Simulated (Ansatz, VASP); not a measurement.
## One calculation of SnTe, two programs

```
Sn Te
1.0
     0.00000    3.58398    3.58398
     3.58398    0.00000    3.58398
     3.58398    3.58398    0.00000
Sn Te
1 1
Cartesian
  0.0000 0.0000 0.0000
  1.7920 1.7920 1.7920
```

Alike in both runs: task single point; functional PBE-based screened hybrid; k mesh 4 × 4 × 4; occupations fermi-dirac, width 0.02 eV; no spin polarisation.

|  | VASP | Ansatz |
| --- | --- | --- |
| version | VASP 6.6.1 | Ansatz 0.2.0 |
| potentials or method | VASP PAW PBE potentials, release 64 (Sn_d, Te) | plane waves |
| plane-wave cutoff (eV) | 520 | 420 |
| valence electrons in the cell | 20 | 30 |

|  | VASP | Ansatz | Ansatz less VASP |
| --- | --- | --- | --- |
| pressure (GPa) | -0.5 | -0.3 | +0.24 |

VASP's potentials were made for PBE, not for PBE-based screened hybrid. VASP's potentials hold 20 valence electrons a cell and Ansatz's 30, so a difference there can come from the potentials and not from the codes. Ansatz's warnings: stress exchange threshold loose, stress scf threshold loose.

Neither program's run includes spin-orbit coupling.
